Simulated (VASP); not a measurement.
A run of VASP 6.6.1 is set up as follows.

Contents of POSCAR:

```
GaP
1.0
    0.0000000000      2.7432985392      2.7432985392
    2.7432985392      0.0000000000      2.7432985392
    2.7432985392      2.7432985392      0.0000000000
Ga P
1 1
Direct
    0.0000000000      0.0000000000      0.0000000000
    0.7500000000      0.7500000000      0.7500000000
```

INCAR.step1

```
SYSTEM = GaP
  ALGO = Normal
  EDIFF = 1E-5
  ENCUT = 520
  GGA = PE
  ISIF = 2
  ISMEAR = -1
  LASPH = .True.
  LCHARG = .False.
  LREAL = .False.
  LWAVE = .True.
  NBANDS = 16
  NELM = 100
  PREC = Accurate
  SIGMA = 0.05
```

File INCAR.step2:

```
SYSTEM = GaP
  AEXX = 0.1
  ALGO = Normal
  EDIFF = 1E-7
  ENCUT = 520
  ISIF = 2
  ISMEAR = -1
  ISTART = 1
  LASPH = .True.
  LCHARG = .False.
  LHFCALC = .True.
  LMIXTAU = .True.
  LREAL = .False.
  LWAVE = .False.
  METAGGA = R2SCAN
  NBANDS = 16
  NELM = 100
  PREC = Accurate
  PRECFOCK = Normal
  SIGMA = 0.05
```

File KPOINTS:

```
k-points
0
Gamma
  4 4 4
  0 0 0
```

Potentials or basis: VASP PAW PBE potentials, release 64 (Ga_d, P).

Launch:

```bash
$ cat potpaw_PBE.64/Ga_d/POTCAR potpaw_PBE.64/P/POTCAR > POTCAR
$ cp INCAR.step1 INCAR
$ mpirun -np 1 vasp_std > vasp.out
$ cp INCAR.step2 INCAR
$ mpirun -np 1 vasp_std > vasp.out
```

Q: What does it give for the pressure?

A: -1.8 GPa.

Q: What does it give for the band gap on the k mesh?

A: 2.44 eV (least direct gap 2.76 eV).

Caveat: the k points lie up to 0.50 Å⁻¹ apart; the PAW data sets were made with another functional, which shifts forces and pressure a little. A k mesh can miss the band edges.
